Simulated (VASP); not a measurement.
# AlNi: single point with PBEsol

AlNi:

```
CELL_PARAMETERS angstrom
0.00000 -2.86182 0.00000
0.00000 0.00000 -2.86182
11.78547 -0.71546 -0.71546
ATOMIC_POSITIONS crystal
Al 0.98482 0.98482 0.06071
Al 0.92412 0.92412 0.30353
Al 0.86341 0.86341 0.54636
Ni 0.33306 0.33306 0.66777
Ni 0.45447 0.45447 0.18212
Ni 0.39376 0.39376 0.42495
```

This cell differs from its parent crystal: the part above a cut slid along it.

- Program: VASP 6.6.1
- Task: single point
- Functional: PBEsol
- Potentials or basis: VASP PAW PBE potentials, release 64 (Al, Ni)
- Cutoff: 520 eV
- k mesh: 15 × 15 × 5
- Occupations: gaussian, width 0.15 eV
- Spin: no spin polarisation
- Dipole correction: no
- Further INCAR settings: ALGO = Fast; EDIFF = 1e-06; NBANDS = 28

| Property | Result |
| --- | --- |
| Pressure | -4.5 GPa |
| Largest force | 1.008 eV/Å |
| Band gap on the k mesh | zero (an odd number of electrons rules out a gap without spin polarisation) |

Forces on the atoms (eV/Å):
```
Al   0.108 -0.001 -0.001
Al   0.082  0.000  0.000
Al   1.008  0.000  0.000
Ni  -0.604  0.002  0.002
Ni  -0.396 -0.001 -0.001
Ni  -0.198  0.000  0.000
```

Stress tensor (GPa, compression positive):
```
-2.60 -0.01 -0.01
-0.01 -5.47  0.00
-0.01  0.00 -5.47
```

Levels at points of the mesh, in eV from the Fermi level:
```
           k point  band 15  band 16  band 17  band 18  band 19  band 20  band 21  band 22  band 23  band 24
(0.00, 0.00, 0.00)    -1.55    -1.10    -0.90    -0.90    -0.60    -0.56     1.77     2.88     6.07     6.07
```

Run time: 7.2 min on 1 thread of Intel(R) Xeon(R) 6975P-C (Granite Rapids), on a shared host, peak memory 0.73 GiB.

Caveat: the cell differs from its parent crystal (the part above a cut slid along it); the cell stands under tension; the PAW data sets were made with another functional, which shifts forces and pressure a little. Spin polarisation is off, so any magnetic state and its effect on volume and gap are missing.
